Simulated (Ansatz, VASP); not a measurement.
PbO2 in VASP and in Ansatz

```
O Pb
1.0
     5.08262    0.00000    0.00000
     0.00000    6.13860    0.00000
     0.00000    0.00000   25.30613
O Pb
16 8
Cartesian
  0.8569 5.9385 7.4441
  1.6844 2.8692 7.4441
  3.4322 5.5035 9.1350
  4.1917 2.4342 9.1350
  0.9447 4.0983 10.4497
  1.5966 1.0290 10.4497
  3.4446 3.5184 12.0708
  4.1793 0.4491 12.0708
  0.9033 2.1766 13.2353
  1.6380 5.2459 13.2353
  3.4860 1.5966 14.8564
  4.1379 4.6659 14.8564
  0.8909 0.1914 16.1711
  1.6504 3.2607 16.1711
  3.3982 5.8951 17.8621
  4.2257 2.8258 17.8621
  0.2179 4.2054 8.4144
  2.3234 1.1361 8.4144
  -0.0494 2.2778 11.2201
  2.5907 5.3471 11.2201
  0.0494 0.3479 14.0861
  2.4919 3.4172 14.0861
  -0.2179 4.5588 16.8918
  2.7593 1.4895 16.8918
```

Alike in both runs: functional PBE; k mesh 7 × 6 × 1; occupations gaussian, width 0.1 eV; no spin polarisation.

Ansatz relaxed the structure, and its values are those at the end. VASP's run is a single point on that final structure, the one shown.

|  | VASP | Ansatz |
| --- | --- | --- |
| version | VASP 6.6.1 | Ansatz 0.2.0 |
| potentials or method | VASP PAW PBE potentials, release 64 (O, Pb_d), cutoff 520 eV | scalar-relativistic, plane waves, PAW |
| valence electrons in the cell | 208 | 208 |

```tsv
	VASP	Ansatz	Ansatz less VASP
gap on the k mesh at the Fermi level (eV)	none	none	-
rms of the force components (eV/Å)	0.014	0.001	-0.0129
work function, face that differs most (eV)	7.23	7.22	-0.006
```

A gap of «none» marks a metal or a gap that the smearing closes. The functional is the same, so the differences come from potentials, cutoffs and numerics. Ansatz's warnings: xc potential rough in thin density.

Neither program's run includes spin-orbit coupling.
